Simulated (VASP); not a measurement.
**InSb: single point with r2SCAN**

Crystal: InSb.

```
In Sb
1.0
     0.00000    3.23910    3.22290
     3.23910    0.00000    3.22290
     3.23910    3.23910    0.00000
In Sb
1 1
Direct
  0.00000 0.00000 0.00000
  0.75000 0.75000 0.75000
```

This cell differs from its parent crystal: strain -0.0050 x Voigt [0, 0, 1, 0, 0, 0].

```yaml
Program: VASP 6.6.1
Task: single point
Functional: r2SCAN
Potentials_or_basis: VASP PAW PBE potentials, release 64 (In_d, Sb)
Cutoff: 520 eV
k_mesh: 10 × 10 × 10
Occupations: gaussian, width 0.03 eV
Spin: no spin polarisation
Dipole_correction: no
Further_INCAR_settings: ALGO = Normal; EDIFF = 1e-07; NBANDS = 16
```

```yaml
Pressure: 2.0 GPa
Band_gap_on_the_k_mesh: 0.25 eV, direct
```

Stress tensor (GPa, compression positive):
```
1.91 0.00 0.00
0.00 1.91 0.00
0.00 0.00 2.06
```

Levels at points of the mesh, in eV from the valence-band top:
```csv
k point,band 7,band 8,band 9,band 10,band 11,band 12
"(0.00, 0.00, 0.00)",-0.03,-0.03,0.00,0.25,3.19,3.20
"(0.50, 0.00, 0.00)",-5.82,-1.09,-1.06,0.83,4.07,4.09
"(0.50, 0.50, 0.00)",-6.10,-2.41,-2.41,1.51,1.53,8.76
"(0.50, 0.00, 0.50)",-6.12,-2.39,-2.38,1.55,1.55,8.74
```

It took 8.5 min on 1 thread of Intel(R) Xeon(R) Platinum 8488C (Sapphire Rapids), on a shared host, peak memory 0.3 GiB.

Caveat: the cell differs from its parent crystal (strain -0.0050 x Voigt [0, 0, 1, 0, 0, 0]); the PAW data sets were made with another functional, which shifts forces and pressure a little; spin-orbit coupling is left out, which moves the levels of the heavy elements.
